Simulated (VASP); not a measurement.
Ir: single point with PBE

Ir:

```
Ir
1.0
     0.00000    1.93606    1.93606
     1.93606    0.00000    1.93606
     1.93606    1.93606    0.00000
Ir
1
Direct
  0.00000 0.00000 0.00000
```

* Program: VASP 6.6.1
* Task: single point
* Functional: PBE
* Potentials or basis: VASP PAW PBE potentials, release 64 (Ir)
* Cutoff: 520 eV
* k mesh: 14 × 14 × 14
* Occupations: gaussian, width 1 eV
* Spin: no spin polarisation
* Dipole correction: no
* Further INCAR settings: ALGO = Normal; EDIFF = 1e-06; NBANDS = 10

```yaml
Pressure: 5.2 GPa
```

Levels at points of the mesh, in eV from the Fermi level:
| k point | band 2 | band 3 | band 4 | band 5 | band 6 | band 7 |
| --- | --- | --- | --- | --- | --- | --- |
| (0.00, 0.00, 0.00) | -3.65 | -3.65 | -3.65 | -1.08 | -1.08 | 14.43 |
| (0.50, 0.00, 0.00) | -3.76 | -3.76 | -0.64 | 0.94 | 0.94 | 7.09 |
| (0.50, 0.50, 0.00) | -6.99 | 0.90 | 1.50 | 1.50 | 1.77 | 10.24 |

Wall time 19 s on 1 thread of Intel Xeon 8259CL, with other jobs on the host, peak memory 0.13 GiB.

Caveat: spin-orbit coupling is left out, which moves the levels of the heavy elements.
